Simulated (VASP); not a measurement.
# AlGa3N4 (Pm) in VASP: a series of runs, part 2 of 2

VASP 6.6.1. The steps go on from the part before.

## 4. Single point, PBEsol (the part above a cut slid along it)

Contents of INCAR:

```
  PREC = Accurate
  ENCUT = 520
  EDIFF = 1E-7
  ISMEAR = 0
  SIGMA = 0.05
  LREAL = Auto
  LASPH = T
  NELM = 100
  ALGO = Normal
  ISIF = 2
  LWAVE = F
  LCHARG = T
  GGA = PS
  LELF = T
  LVHAR = T
  NBANDS = 76
  LUSENCCL = F
```

Contents of KPOINTS:

```
regular mesh
0
Gamma
  8 5 3
```

Contents of POSCAR:

```
AlGa3N4
1.0
    0.0000000000     -3.1649847989      0.0000000000
    0.0035856878      0.0000000000     -5.4784941327
   10.2864952352      0.0000000000     -2.7390040572
Al Ga N
2 6 8
Direct
    0.5000000000     -0.0901834796      0.8456517113
    0.5000000000      0.1598165204      0.3456517113
    0.5000000000      0.6176262442      0.0949083513
    0.5000000000      0.3676262442      0.5949083513
    0.0000000000      0.1210111537      0.0948636924
    0.0000000000     -0.1289888463      0.5948636924
    0.0000000000      0.6611790258      0.3452808907
    0.0000000000      0.4111790258      0.8452808907
    0.5000000000      0.2073103961      0.9051843767
    0.5000000000      0.4573103961      0.4051843767
    0.0000000000     -0.2784625538      0.9041729896
    0.0000000000     -0.0284625538      0.4041729896
    0.0000000000      0.7559978030      0.1555718196
    0.0000000000      0.5059978030      0.6555718196
    0.5000000000      0.2522204079      0.1609661733
    0.5000000000      0.0022204079      0.6609661733
```

Started as:

```console
> cat potpaw_PBE.64/Al/POTCAR potpaw_PBE.64/Ga_d/POTCAR potpaw_PBE.64/N/POTCAR > POTCAR
> mpirun -np 1 vasp_std > vasp.out
```

Wall time 3.8 min (1 × NVIDIA H100 80GB with 1 thread of AMD EPYC 7R13 (Zen 3), shared host); peak memory 1.5 GiB.

The run converged. Its results:

| Property | Result |
| --- | --- |
| Free energy | -107.4318 eV |
| Pressure | -1.4 GPa |
| Largest force | 0.775 eV/Å |
| Band gap on the k mesh | 1.65 eV (least direct gap 1.67 eV) |

Forces in eV/Å, atoms in the order of the input:
```
Al  -0.517  0.000 -0.413
Al   0.350  0.000 -0.086
Ga  -0.060  0.000  0.278
Ga   0.251  0.000  0.007
Ga  -0.066  0.000  0.475
Ga   0.266  0.000 -0.017
Ga   0.244  0.000 -0.071
Ga  -0.476  0.000 -0.504
N    0.360  0.000  0.686
N   -0.176  0.000 -0.016
N    0.176  0.000  0.639
N   -0.209  0.000 -0.038
N    0.317  0.000 -0.477
N   -0.264  0.000  0.064
N    0.095  0.000 -0.586
N   -0.292  0.000  0.058
```

Stress tensor (GPa, compression positive):
```
 3.10  0.00 -2.02
 0.00 -7.30  0.00
-2.02  0.00  0.04
```

Levels at points of the mesh, in eV from the valence-band top:
| k point | band 59 | band 60 | band 61 | band 62 | band 63 | band 64 | band 65 | band 66 |
| --- | --- | --- | --- | --- | --- | --- | --- | --- |
| (0.00, 0.00, 0.00) | -0.54 | -0.26 | -0.25 | -0.02 | 1.65 | 2.62 | 3.93 | 4.22 |
| (0.50, 0.00, 0.00) | -1.73 | -1.72 | -0.60 | -0.58 | 3.08 | 3.17 | 5.64 | 5.66 |

Caveat: the cell differs from its parent crystal (the part above a cut slid along it); the stress differs along the axes, from -7 to 3 GPa; the PAW data sets were made with another functional, which shifts forces and pressure a little.

## 5. Single point, PBEsol (the part above a cut slid along it)

Contents of INCAR:

```
ALGO = Normal
EDIFF = 1E-6
ENCUT = 520
GGA = PS
ISIF = 2
ISMEAR = 0
LASPH = True
LCHARG = True
LELF = True
LREAL = Auto
LUSENCCL = False
LVHAR = True
LWAVE = False
NBANDS = 76
NELM = 60
PREC = Accurate
SIGMA = 0.05
```

Contents of KPOINTS:

```
k-points
0
Gamma
  8 5 3
```

Contents of POSCAR:

```
AlGa3N4
1.0
    0.0000000000     -3.1649847989      0.0000000000
    0.0035856878      0.0000000000     -5.4784941327
   10.2870929694      0.0000000000     -3.6522690292
Al Ga N
2 6 8
Direct
    0.5000000000     -0.2311536198      0.8456517113
    0.5000000000      0.1021963802      0.3456517113
    0.5000000000      0.6018050221      0.0949083513
    0.5000000000      0.2684550221      0.5949083513
    0.0000000000      0.1051973762      0.0948636924
    0.0000000000     -0.2281526238      0.5948636924
    0.0000000000      0.6036207014      0.3452808907
    0.0000000000      0.2702707014      0.8452808907
    0.5000000000      0.0564161606      0.9051843767
    0.5000000000      0.3897661606      0.4051843767
    0.0000000000     -0.4291881912      0.9041729896
    0.0000000000     -0.0958381912      0.4041729896
    0.0000000000      0.7300639807      0.1555718196
    0.0000000000      0.3967139807      0.6555718196
    0.5000000000      0.2253873469      0.1609661733
    0.5000000000     -0.1079626531      0.6609661733
```

Potentials or basis: VASP PAW PBE potentials, release 64 (Al, Ga_d, N).

Started as:

```console
> cat potpaw_PBE.64/Al/POTCAR potpaw_PBE.64/Ga_d/POTCAR potpaw_PBE.64/N/POTCAR > POTCAR
> mpirun -np 1 vasp_std > vasp.out
```

OUTCAR:

```text
EDIFF = 1E-6
   ENCUT = 520
   GGA = PS
   ISIF = 2
   ISMEAR = 0
   LASPH = True
   LREAL = Auto
   NELM = 60
   PREC = Accurate

 ion  position               nearest neighbor table
   1  0.500  0.769  0.846-   9 1.89  16 1.90  11 1.90  11 1.90   3 2.56
   2  0.500  0.102  0.346-  10 1.89  15 1.90  12 1.90  12 1.90
   3  0.500  0.602  0.095-  13 1.94  13 1.94  15 1.94   1 2.56
   4  0.500  0.268  0.595-  14 1.94  14 1.94  16 1.94  10 1.95
   5  0.000  0.105  0.095-  13 1.94  15 1.94  15 1.94   8 2.57
   6  0.000  0.772  0.595-  14 1.94  16 1.94  16 1.94  12 1.96
   7  0.000  0.604  0.345-  10 1.95  10 1.95  13 1.95  12 1.96
   8  0.000  0.270  0.845-   9 1.95   9 1.95  14 1.95  11 1.96   5 2.57
   9  0.500  0.056  0.905-   1 1.89   8 1.95   8 1.95
  10  0.500  0.390  0.405-   2 1.89   7 1.95   7 1.95   4 1.95
  11  0.000  0.571  0.904-   1 1.90   1 1.90   8 1.96
  12  0.000  0.904  0.404-   2 1.90   2 1.90   7 1.96   6 1.96
  13  0.000  0.730  0.156-   3 1.94   3 1.94   5 1.94   7 1.95
  14  0.000  0.397  0.656-   4 1.94   4 1.94   6 1.94   8 1.95
  15  0.500  0.225  0.161-   2 1.90   3 1.94   5 1.94   5 1.94
  16  0.500  0.892  0.661-   1 1.90   4 1.94   6 1.94   6 1.94

  LATTYP: Found a simple monoclinic cell.
 ALAT       =     5.4784953061
 B/A-ratio  =     0.5777105979
 C/A-ratio  =     1.9064370017
 COS(beta)  =    -0.1742075236

  Lattice vectors:

 A1 = (   0.0035856878,   0.0000000000,  -5.4784941327)
 A2 = (   0.0000000000,   3.1649847989,   0.0000000000)
 A3 = (  10.2835072816,   0.0000000000,   1.8262251035)

Analysis of symmetry for initial positions (statically):
=====================================================================
 Subroutine PRICEL returns:
 Original cell was already a primitive cell.

 Routine SETGRP: Setting up the symmetry group for a
 simple monoclinic supercell.

 Subroutine GETGRP returns: Found  2 space group operations
[... 168 lines left out ...]
  Thomas-Fermi vector in A             =   2.567975
   LORBIT       =      0    0 simple, 1 ext, 2 COOP (PROOUT), +10 PAW based schemes
   GGA     = PS    functional components
   LHFCALC =     F    Hartree Fock is set to
   AEXX    =    0.0000 exact exchange contribution
   IVDW    =     0    specifies the selected vdW correction
   LEPSILON=     F    determine dielectric tensor
   LRPA    =     F    only Hartree local field effects (RPA)
 non-spin polarized calculation
 Gauss-broadening in eV      SIGMA  =   0.05
  energy-cutoff  :      520.00
  volume of cell :      178.33
 maximum number of plane-waves:      4828
 NGX is ok and might be reduce to    24
   NGX = 11   NGY = 21   NGZ = 41

 number of electron     123.9999939 magnetization

 Free energy of the ion-electron system (eV)
  ---------------------------------------------------
  ext. energy  EPLUGINS =         0.00000000
  ---------------------------------------------------
  free energy    TOTEN  =      -107.27748232 eV

  energy without entropy =     -107.27748232  energy(sigma->0) =     -107.27748232

 E-fermi :   5.7217     XC(G=0): -11.7738

 val. band max:        5.5169497976   @ k =   0.0000   0.0000   0.0000
 cond. band min:       7.3749412176   @ k =   0.0000   0.0000   0.0000
 fundamental gap:      1.8579914200
 Fermi energy:         5.7217304510

 k-point     1 :       0.0000    0.0000    0.0000
  band No.  band energies     occupation
      1     -10.4290      2.00000
      2      -9.9132      2.00000
      3      -9.6790      2.00000
      4      -9.5305      2.00000
      5      -9.2575      2.00000
      6      -9.0685      2.00000
[... 1837 lines left out ...]
     73      13.0407      0.00000
     74      13.2235      0.00000

 [... further k-points ...]

 [bands above 74 left out]

------------------------ aborting loop because EDIFF is reached ----------------------------------------

  FORCE on cell =-STRESS in cart. coord.  units (eV):
  Direction    XX          YY          ZZ          XY          YZ          ZX
  --------------------------------------------------------------------------------------
  -------------------------------------------------------------------------------------
  Total        3.6516809     -4.3477979     -4.3842140      0.0000000      0.0000000     -0.0334698
  in kB       32.8079302    -39.0620802    -39.3892547      0.0000000      0.0000000     -0.3007041
  external PRESSURE =     -15.2144682 kB  Pullay stress =       0.0000000 kB

 VOLUME and BASIS-vectors are now :
 -----------------------------------------------------------------------------
  energy-cutoff  :      520.00
  volume of cell :      178.33
      direct lattice vectors                 reciprocal lattice vectors
     0.000000000 -3.164984799  0.000000000     0.000000000 -0.315957284  0.000000000
     0.003585688  0.000000000 -5.478494133    -0.064820119 -0.000000000 -0.182574335
    10.287092969  0.000000000 -3.652269029     0.097231786  0.000000000  0.000063638

 POSITION                                       TOTAL-FORCE (eV/Angst)
 -----------------------------------------------------------------------------------
      8.70205     -1.58249     -7.30067        -1.103284      0.000000     -0.051531
      3.55612     -1.58249     -1.82230         0.274414      0.000000      0.009035
      0.97849     -1.58249     -3.64362         0.508109      0.000000     -0.110431
      6.12084     -1.58249     -3.64349         0.264870      0.000000      0.019236
      0.97625      0.00000     -0.92279         0.616342      0.000000      0.105865
      6.12219      0.00000     -6.40116         0.265948      0.000000     -0.015743
[... 8 lines left out ...]
      1.65668     -1.58249     -1.82268        -0.300207      0.000000      0.002598
      6.80262     -1.58249     -7.30105        -0.303491      0.000000      0.012883
 -----------------------------------------------------------------------------------
    total drift:                                0.017622     -0.000000      0.014610

  FREE ENERGIE OF THE ION-ELECTRON SYSTEM (eV)
  ---------------------------------------------------
  free  energy   TOTEN  =      -107.2774823247 eV

  energy  without entropy=     -107.2774823247  energy(sigma->0) =     -107.27748232
```

Wall time 2.9 min (1 × NVIDIA H100 80GB with 1 thread of AMD EPYC 7R13 (Zen 3), shared host); peak memory 1.5 GiB.

Results:

| Quantity | Value |
| --- | --- |
| Free energy | -107.2775 eV |
| Pressure | -1.5 GPa |
| Largest force | 1.104 eV/Å |
| Band gap on the k mesh | 1.86 eV |

Forces in eV/Å, atoms in the order of the input:
```
Al  -1.103  0.000 -0.052
Al   0.274  0.000  0.009
Ga   0.508  0.000 -0.110
Ga   0.265  0.000  0.019
Ga   0.616  0.000  0.106
Ga   0.266  0.000 -0.016
Ga   0.180  0.000 -0.003
Ga  -0.790  0.000  0.059
N    0.567  0.000  0.108
N   -0.173  0.000  0.006
N    0.542  0.000 -0.108
N   -0.210  0.000 -0.011
N   -0.088  0.000 -0.007
N   -0.251  0.000 -0.016
N   -0.300  0.000  0.003
N   -0.303  0.000  0.013
```

Caveat: the cell differs from its parent crystal (the part above a cut slid along it); the stress differs along the axes, from -4 to 3 GPa; the PAW data sets were made with another functional, which shifts forces and pressure a little. A k mesh can miss the band edges.

## 6. The runs side by side

```tsv
cell	gap on the mesh (eV)	pressure (GPa)	largest force (eV/Å)
a = 3.165, b = 5.478, c = 10.326 Å, angles 84.9, 90.0, 90.0°, 16 atoms	1.89	-1.1	1.58
a = 3.165, b = 5.478, c = 10.447 Å, angles 79.9, 90.0, 90.0°, 16 atoms	1.25	-0.8	0.82
a = 3.165, b = 5.478, c = 10.645 Å, angles 75.1, 90.0, 90.0°, 16 atoms	1.65	-1.4	0.78
a = 3.165, b = 5.478, c = 10.916 Å, angles 70.4, 90.0, 90.0°, 16 atoms	1.86	-1.5	1.10
```

Alike in all rows: task single point; level PBEsol; potentials or basis VASP PAW PBE potentials, release 64 (Al, Ga_d, N); no spin polarisation; k mesh 8 × 5 × 3; cutoff (eV) 520; smearing gaussian 0.05 eV.

Caveats: the PAW data sets were made with another functional, which shifts forces and pressure a little; the stress differs along the axes, from -5 to 7 GPa (at least some runs); the stress differs along the axes, from -7 to 3 GPa (at least some runs); the stress differs along the axes, from -4 to 3 GPa (at least some runs).

Total energies depend on the potentials used, so only differences within one code and one set of settings carry meaning.
